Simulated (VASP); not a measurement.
Wanted: the native input for a VASP 6.6.1 run.

- Task: single point
- Functional: LDA
- Potentials or basis: VASP PAW LDA potentials, release 64 (Sr_sv, Ca_sv)
- Cutoff: 520 eV
- k mesh: 6 × 6 × 6
- Occupations: methfessel-paxton, width 0.25 eV
- Spin: no spin polarisation
- Dipole correction: no
- Further INCAR settings: ALGO = Normal; EDIFF = 1e-06; NBANDS = 28

The structure of Sr3Ca lies in POSCAR:

```
Sr3Ca
1.0
   -2.9927190000      2.9927190000      5.9567060000
    2.9927190000     -2.9927190000      5.9567060000
    2.9927190000      2.9927190000     -5.9567060000
Sr Ca
3 1
Direct
    0.7500000000      0.2500000000      0.5000000000
    0.2500000000      0.7500000000      0.5000000000
    0.5000000000      0.5000000000      0.0000000000
    0.0000000000      0.0000000000      0.0000000000
```

One way to write it, as run:

INCAR

```
SYSTEM = Sr3Ca
PREC = Accurate
ENCUT = 520
EDIFF = 1E-6
ISMEAR = 1
SIGMA = 0.25
LREAL = .FALSE.
LASPH = .TRUE.
NELM = 80
ALGO = Normal
ISIF = 2
LWAVE = .FALSE.
LCHARG = .TRUE.
LELF = .TRUE.
LVHAR = .TRUE.
NBANDS = 28
```

KPOINTS

```
Automatic mesh
0
G
  6 6 6
  0 0 0
```

Potentials or basis: VASP PAW LDA potentials, release 64 (Sr_sv, Ca_sv).

Launch:

```sh
$ cat potpaw_LDA.64/Sr_sv/POTCAR potpaw_LDA.64/Ca_sv/POTCAR > POTCAR
$ mpirun -np 1 vasp_std > vasp.out
```

It gave:

```yaml
Pressure: -1.7 GPa
Band_gap_on_the_k_mesh: zero (bands 20 and 21 overlap by 0.22 eV)
```

Caveat: so wide a smearing shifts energies and pressures.

Run time: 2.6 min on 1 thread of AMD EPYC 9R45 96-Core Processor (Zen 5), with other jobs on the host, peak memory 0.36 GiB.
